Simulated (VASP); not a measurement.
# CrO2 (P4_2/mnm) in VASP: single point with PBEsol

Aim: the single point of CrO2 with PBEsol.

Everything below comes from runs of VASP 6.6.1. Logs are shortened: lines on timing, memory, paths and dates and some standing lists are left out, and cuts for length are marked.

## 1. The cell of the first run

It takes space group P4_2/mnm (No. 136, tetragonal). The conventional cell has a = 4.392 Å, b = 4.392 Å, c = 2.888 Å, α = 90.00°, β = 90.00°, γ = 90.00°. Cr (site symmetry mmm) has 6 O at 1.88 to 1.89 Å within 2.5 Å. Within 2.5 Å of O (site symmetry m2m) lie 3 Cr at 1.88 to 1.89 Å and 1 O at 2.44 Å.

## 2. Single point, PBEsol, collinear spin, ferromagnetic start

INCAR

```
  PREC = Accurate
  ENCUT = 520
  EDIFF = 1E-6
  ISMEAR = 0
  SIGMA = 0.1
  LREAL = F
  LASPH = T
  NELM = 150
  ALGO = Normal
  ISIF = 2
  LWAVE = F
  LCHARG = F
  ISPIN = 2
  MAGMOM = 1.88 1.88 0 0 0 0
  LORBIT = 11
  LMAXMIX = 4
  GGA = PS
  NBANDS = 37
```

KPOINTS

```
regular mesh
0
Gamma
  8 8 12
```

POSCAR

```
CrO2
1.0
    4.3922212211      0.0000000000      0.0000000000
    0.0000000000      4.3922212211      0.0000000000
    0.0000000000      0.0000000000      2.8877275821
Cr O
2 4
Direct
    0.0000000000      0.0000000000      0.5000000000
    0.5000000000      0.5000000000      0.0000000000
    0.1966953598      0.1966953598      0.0000000000
    0.3033046402      0.6966953598      0.5000000000
    0.8033046402      0.8033046402      0.0000000000
    0.6966953598      0.3033046402      0.5000000000
```

Potentials or basis: VASP PAW PBE potentials, release 64 (Cr_pv, O).

On the command line:

```
$ cat potpaw_PBE.64/Cr_pv/POTCAR potpaw_PBE.64/O/POTCAR > POTCAR
$ mpirun -np 1 vasp_std > vasp.out
```

OUTCAR:

```text
PREC = Accurate
   ENCUT = 520
   EDIFF = 1E-6
   ISMEAR = 0
   LREAL = F
   LASPH = T
   NELM = 150
   ISIF = 2
   ISPIN = 2
   LORBIT = 11
   GGA = PS

 ion  position               nearest neighbor table
   1  0.000  0.000  0.500-   4 1.88   6 1.88   5 1.89   3 1.89   3 1.89   5 1.89
   2  0.500  0.500  0.000-   3 1.88   5 1.88   4 1.89   6 1.89   4 1.89   6 1.89
   3  0.197  0.197  0.000-   2 1.88   1 1.89   1 1.89
   4  0.303  0.697  0.500-   1 1.88   2 1.89   2 1.89
   5  0.803  0.803  0.000-   2 1.88   1 1.89   1 1.89
   6  0.697  0.303  0.500-   1 1.88   2 1.89   2 1.89

  LATTYP: Found a simple tetragonal cell.
 ALAT       =     4.3922212211
 C/A-ratio  =     0.6574640567

  Lattice vectors:

 A1 = (   4.3922212211,   0.0000000000,   0.0000000000)
 A2 = (   0.0000000000,   4.3922212211,   0.0000000000)
 A3 = (   0.0000000000,   0.0000000000,   2.8877275821)

Analysis of symmetry for initial positions (statically):
=====================================================================
 Subroutine PRICEL returns:
 Original cell was already a primitive cell.

 Routine SETGRP: Setting up the symmetry group for a
 simple tetragonal supercell.

 Subroutine GETGRP returns: Found 16 space group operations
 (whereof  8 operations were pure point group operations)
 out of a pool of 16 trial point group operations.

The static configuration has the point symmetry D_2h.
 The point group associated with its full space group is D_4h.

Analysis of symmetry for dynamics (positions and initial velocities):
=====================================================================
 Subroutine PRICEL returns:
 Original cell was already a primitive cell.

 Routine SETGRP: Setting up the symmetry group for a
 simple tetragonal supercell.

 Subroutine GETGRP returns: Found 16 space group operations
 (whereof  8 operations were pure point group operations)
 out of a pool of 16 trial point group operations.

The dynamic configuration has the point symmetry D_2h.
 The point group associated with its full space group is D_4h.

Analysis of structural, dynamic, and magnetic symmetry:
=====================================================================
 Subroutine PRICEL returns:
 Original cell was already a primitive cell.

 Routine SETGRP: Setting up the symmetry group for a
 simple tetragonal supercell.

 Subroutine GETGRP returns: Found 16 space group operations
 (whereof  8 operations were pure point group operations)
 out of a pool of 16 trial point group operations.

The overall configuration has the point symmetry D_2h.
 The point group associated with its full space group is D_4h.

 Subroutine INISYM returns: Found 16 space group operations
 (whereof  8 operations are pure point group operations),
 and found     1 'primitive' translations

----------------------------------------------------------------------------------------

                                     Primitive cell

  volume of cell :      55.7089

  direct lattice vectors                    reciprocal lattice vectors
     4.392221221  0.000000000  0.000000000     0.227675235  0.000000000  0.000000000
     0.000000000  4.392221221  0.000000000     0.000000000  0.227675235  0.000000000
     0.000000000  0.000000000  2.887727582     0.000000000  0.000000000  0.346293053

  length of vectors
     4.392221221  4.392221221  2.887727582     0.227675235  0.227675235  0.346293053

  position of ions in fractional coordinates (direct lattice)
     0.000000000  0.000000000  0.500000000
     0.500000000  0.500000000  0.000000000
     0.196695360  0.196695360  0.000000000
     0.303304640  0.696695360  0.500000000
     0.803304640  0.803304640  0.000000000
     0.696695360  0.303304640  0.500000000

  ion indices of the primitive-cell ions
   primitive index   ion index
                 1           1
                 2           2
                 3           3
                 4           4
                 5           5
                 6           6

----------------------------------------------------------------------------------------

 KPOINTS: regular mesh

Automatic generation of k-mesh.
 Grid dimensions read from file:
 generate k-points for:    8    8   12

 Generating k-lattice:

  Cartesian coordinates                     Fractional coordinates (reciprocal lattice)
     0.028459404  0.000000000  0.000000000     0.125000000  0.000000000  0.000000000
     0.000000000  0.028459404  0.000000000     0.000000000  0.125000000  0.000000000
     0.000000000  0.000000000  0.028857754     0.000000000  0.000000000  0.083333333

  Length of vectors
     0.028459404  0.028459404  0.028857754

  Shift w.r.t. Gamma in fractional coordinates (k-lattice)
     0.000000000  0.000000000  0.000000000

 Subroutine IBZKPT returns following result:
 ===========================================

 Found    105 irreducible k-points:

 Following reciprocal coordinates:
            Coordinates               Weight
  0.000000  0.000000  0.000000      1.000000
  0.125000  0.000000  0.000000      4.000000
  0.250000  0.000000  0.000000      4.000000
  0.375000  0.000000  0.000000      4.000000
  0.500000  0.000000  0.000000      2.000000
  0.125000  0.125000  0.000000      4.000000
[... 16 lines left out ...]
  0.375000  0.125000  0.083333     16.000000
  0.500000  0.125000  0.083333      8.000000
 [... further k-points ...]
   k-points           NKPTS =    105   k-points in BZ     NKDIM =    105   number of bands    NBANDS=     37
   number of dos      NEDOS =    301   number of ions     NIONS =      6
   total plane-waves  NPLWV =  31104
   dimension x,y,z NGX =    36 NGY =   36 NGZ =   24
   dimension x,y,z NGXF=    72 NGYF=   72 NGZF=   48
   ions per type =               2   4
   NGX,Y,Z   is equivalent  to a cutoff of  13.63, 13.63, 13.82 a.u.
   NGXF,Y,Z  is equivalent  to a cutoff of  27.25, 27.25, 27.63 a.u.
 SYSTEM =  unknown system
   PREC   = accura    normal or accurate (medium, high low for compatibility)
   ISTART =      0    job   : 0-new  1-cont  2-samecut
   ICHARG =      2    charge: 1-file 2-atom 10-const
   ISPIN  =      2    spin polarized calculation?
   LNONCOLLINEAR =      F non collinear calculations
   LSORBIT =      F    spin-orbit coupling
   LASPH  =      T    aspherical Exc in radial PAW
   ENCUT  =  520.0 eV  38.22 Ry    6.18 a.u.   8.17  8.17  5.37*2*pi/ulx,y,z
   NELM   =    150;   NELMIN=  2; NELMDL= -5     # of ELM steps
   EDIFF  = 0.1E-05   stopping-criterion for ELM
   LREAL  =      F    real-space projection
   EDIFFG = 0.1E-04   stopping-criterion for IOM
   NSW    =      0    number of steps for IOM
   IBRION =     -1    ionic relax: 0-MD 1-quasi-New 2-CG
   NFREE  =      0    steps in history (QN), initial steepest desc. (CG)
   ISIF   =      2    stress and relaxation
   ISYM   =      2    0-nonsym 1-usesym 2-fastsym
   POTIM  = 0.5000    time-step for ionic-motion
   TEBEG  =    0.0;   TEEND  =   0.0 temperature during run
   PSTRESS=    0.0 pullay stress
   NELECT =      48.0000    total number of electrons
   NUPDOWN=      -1.0000    fix difference up-down
   EMIN   =  10.00;   EMAX   =-10.00  energy-range for DOS
   EFERMI =   0.00;   METHOD = LEGACY
   ISMEAR =     0;   SIGMA  =   0.10  broadening in eV -4-tet -1-fermi 0-gaus
   EFERMI_NEDOS =   21; number of points for ismear=-14 and -15
   IALGO  =     38    algorithm
   IMIX   =      4    mixing-type and parameters
     AMIX     =   0.40;   BMIX     =  1.00
     AMIX_MAG =   1.60;   BMIX_MAG =  1.00
  volume/ion in A,a.u.               =       9.28        62.66
  Fermi-wavevector in a.u.,A,eV,Ry     =   1.557807  2.943829 33.018118  2.426763
  Thomas-Fermi vector in A             =   2.661404
   LORBIT       =     11    0 simple, 1 ext, 2 COOP (PROOUT), +10 PAW based schemes
   GGA     = PS    functional components
   LHFCALC =     F    Hartree Fock is set to
   AEXX    =    0.0000 exact exchange contribution
   IVDW    =     0    specifies the selected vdW correction
   LEPSILON=     F    determine dielectric tensor
   LRPA    =     F    only Hartree local field effects (RPA)
 spin polarized calculation
 Gauss-broadening in eV      SIGMA  =   0.10
  energy-cutoff  :      520.00
  volume of cell :       55.71
 maximum number of plane-waves:      1532
 NGX is ok and might be reduce to    36
   NGX = 17   NGY = 17   NGZ = 11

 number of electron      47.9999992 magnetization       3.9998685

 Free energy of the ion-electron system (eV)
  ---------------------------------------------------
  ext. energy  EPLUGINS =         0.00000000
  ---------------------------------------------------
  free energy    TOTEN  =       -53.04481723 eV

  energy without entropy =      -53.03733749  energy(sigma->0) =      -53.04107736

 E-fermi :   5.9157     XC(G=0): -12.3315

 val. band max:        5.9143105081   @ k =   0.2500   0.2500   0.2500
 cond. band min:       5.9157941541   @ k =   0.5000   0.5000   0.4167
 fundamental gap:      0.0014836460
 Fermi energy:         5.9156987217

 spin component 1

 k-point     1 :       0.0000    0.0000    0.0000
  band No.  band energies     occupation
      1     -38.9147      1.00000
      2     -38.9147      1.00000
      3     -38.7775      1.00000
      4     -38.7775      1.00000
      5     -38.7010      1.00000
      6     -38.6849      1.00000
[... 28 lines left out ...]
     35      13.3569      0.00000
     36      16.6061      0.00000

 k-point     2 :       0.1250    0.0000    0.0000
  band No.  band energies     occupation
      1     -38.9140      1.00000
      2     -38.9140      1.00000
      3     -38.7785      1.00000
      4     -38.7784      1.00000
      5     -38.7004      1.00000
      6     -38.6855      1.00000
[... 28 lines left out ...]
     35      13.5775      0.00000
     36      16.6317      0.00000
[... 817 lines left out ...]
     35      15.2774      0.00000
     36      16.6393      0.00000

 k-point    24 :       0.5000    0.1250    0.0833
  band No.  band energies     occupation
      1     -38.9097      1.00000
      2     -38.9097      1.00000
      3     -38.7807      1.00000
      4     -38.7807      1.00000
      5     -38.7053      1.00000
      6     -38.7053      1.00000
[... 28 lines left out ...]
     35      16.0271      0.00000
     36      16.0271      0.00000

 [... further k-points ...]

 spin component 2

 k-point     1 :       0.0000    0.0000    0.0000
  band No.  band energies     occupation
      1     -36.9445      1.00000
      2     -36.9445      1.00000
      3     -36.6024      1.00000
      4     -36.6024      1.00000
      5     -36.4128      1.00000
      6     -36.3938      1.00000
[... 28 lines left out ...]
     35      13.7239      0.00000
     36      17.0258      0.00000

 k-point     2 :       0.1250    0.0000    0.0000
  band No.  band energies     occupation
      1     -36.9441      1.00000
      2     -36.9441      1.00000
      3     -36.6030      1.00000
      4     -36.6030      1.00000
      5     -36.4120      1.00000
      6     -36.3945      1.00000
[... 28 lines left out ...]
     35      13.8676      0.00000
     36      17.0332      0.00000
[... 817 lines left out ...]
     35      15.4841      0.00000
     36      16.8873      0.00000

 k-point    24 :       0.5000    0.1250    0.0833
  band No.  band energies     occupation
      1     -36.9415      1.00000
      2     -36.9415      1.00000
      3     -36.6032      1.00000
      4     -36.6032      1.00000
      5     -36.4175      1.00000
      6     -36.4175      1.00000
[... 28 lines left out ...]
     35      16.2343      0.00000
     36      16.2343      0.00000

 [... further k-points ...]

 [bands above 36 left out]

------------------------ aborting loop because EDIFF is reached ----------------------------------------

  FORCE on cell =-STRESS in cart. coord.  units (eV):
  Direction    XX          YY          ZZ          XY          YZ          ZX
  --------------------------------------------------------------------------------------
  -------------------------------------------------------------------------------------
  Total        0.1413699      0.1413699      0.2306154      0.0000000      0.0000000      0.0000000
  in kB        4.0657709      4.0657709      6.6324537      0.0000000      0.0000000      0.0000000
  external PRESSURE =       4.9213318 kB  Pullay stress =       0.0000000 kB

 VOLUME and BASIS-vectors are now :
 -----------------------------------------------------------------------------
  energy-cutoff  :      520.00
  volume of cell :       55.71
      direct lattice vectors                 reciprocal lattice vectors
     4.392221221  0.000000000  0.000000000     0.227675235  0.000000000  0.000000000
     0.000000000  4.392221221  0.000000000     0.000000000  0.227675235  0.000000000
     0.000000000  0.000000000  2.887727582     0.000000000  0.000000000  0.346293053

 POSITION                                       TOTAL-FORCE (eV/Angst)
 -----------------------------------------------------------------------------------
      0.00000      0.00000      1.44386         0.000000      0.000000      0.000000
      2.19611      2.19611      0.00000         0.000000      0.000000      0.000000
      0.86393      0.86393      0.00000         0.014277      0.014277     -0.000000
      1.33218      3.06004      1.44386        -0.014277      0.014277      0.000000
      3.52829      3.52829      0.00000        -0.014277     -0.014277      0.000000
      3.06004      1.33218      1.44386         0.014277     -0.014277      0.000000
 -----------------------------------------------------------------------------------
    total drift:                               -0.000000      0.000000      0.000000

  FREE ENERGIE OF THE ION-ELECTRON SYSTEM (eV)
  ---------------------------------------------------
  free  energy   TOTEN  =       -53.0448172326 eV

  energy  without entropy=      -53.0373374896  energy(sigma->0) =      -53.04107736

 total charge

# of ion       s       p       d       tot
------------------------------------------
    1        0.372   6.497   4.078  10.946
    2        0.372   6.497   4.078  10.946
    3        1.567   3.458   0.000   5.025
    4        1.567   3.458   0.000   5.025
    5        1.567   3.458   0.000   5.025
    6        1.567   3.458   0.000   5.025
--------------------------------------------------
tot          7.012  26.825   8.156  41.993

 magnetization (x)

# of ion       s       p       d       tot
------------------------------------------
    1        0.020   0.032   2.009   2.062
    2        0.020   0.032   2.009   2.062
    3       -0.003  -0.059   0.000  -0.062
    4       -0.003  -0.059   0.000  -0.062
    5       -0.003  -0.059   0.000  -0.062
    6       -0.003  -0.059   0.000  -0.062
--------------------------------------------------
tot          0.030  -0.171   4.019   3.878
```

Wall time 4.1 min (1 thread of Intel Xeon 6975P-C (Granite Rapids), shared host); peak memory 0.41 GiB.

Results:

| Quantity | Value |
| --- | --- |
| Free energy | -53.0448 eV |
| Pressure | 0.5 GPa |
| Largest force | 0.020 eV/Å |
| Band gap on the k mesh | zero (filled and empty bands overlap) |
| Net moment | 4.00 μB per cell |
| Site moments | Cr +2.06; O -0.06 μB |
| Valence electrons inside the program's atomic spheres | Cr 10.95; O 5.03 |

Forces on the atoms (eV/Å):
```
Cr   0.000  0.000  0.000
Cr   0.000  0.000  0.000
O    0.014  0.014  0.000
O   -0.014  0.014  0.000
O   -0.014 -0.014  0.000
O    0.014 -0.014  0.000
```

Levels at points of the mesh, in eV from the Fermi level:
Spin up:
```csv
k point,band 22,band 23,band 24,band 25,band 26,band 27,band 28,band 29,band 30,band 31
"(0.00, 0.00, 0.00)",-1.34,-1.34,-1.16,-1.16,-1.13,-0.67,1.14,1.24,3.85,3.85
"(0.50, 0.00, 0.00)",-1.78,-0.76,-0.76,-0.32,-0.32,0.35,0.35,3.37,3.37,3.52
"(0.50, 0.50, 0.00)",-2.25,-1.50,-1.50,-1.14,-1.14,0.91,0.91,2.81,2.81,3.83
"(0.00, 0.00, 0.50)",-2.87,-0.64,-0.64,-0.04,-0.04,0.79,0.79,2.48,2.48,3.00
"(0.50, 0.00, 0.50)",-2.07,-1.51,-1.51,-0.64,-0.64,0.97,0.97,1.69,1.69,4.37
"(0.50, 0.50, 0.50)",-1.85,-0.63,-0.63,-0.31,-0.31,0.07,0.07,3.01,3.01,3.08
```
Spin down:
```tsv
k point	band 18	band 19	band 20	band 21	band 22	band 23	band 24	band 25	band 26	band 27
(0.00, 0.00, 0.00)	-3.56	-1.81	-1.45	-1.45	-1.00	0.76	0.82	1.05	1.05	1.10
(0.50, 0.00, 0.00)	-4.45	-3.02	-3.02	-1.84	-1.84	1.46	1.46	1.67	1.67	2.00
(0.50, 0.50, 0.00)	-3.42	-2.65	-2.65	-2.29	-2.29	0.79	0.79	1.07	1.07	2.33
(0.00, 0.00, 0.50)	-4.11	-3.81	-3.81	-2.73	-2.73	1.57	1.57	1.98	1.98	2.41
(0.50, 0.00, 0.50)	-3.95	-3.32	-3.32	-2.19	-2.19	0.51	0.51	2.02	2.02	2.51
(0.50, 0.50, 0.50)	-4.07	-2.52	-2.52	-1.76	-1.76	1.19	1.19	1.87	1.87	2.05
```

Caveat: the PAW data sets were made with another functional, which shifts forces and pressure a little; semilocal functionals often make such compounds metallic where correlation or magnetic order opens a gap, which also shifts bond lengths; the run started ferromagnetic, and an antiferromagnetic order may lie lower in energy.
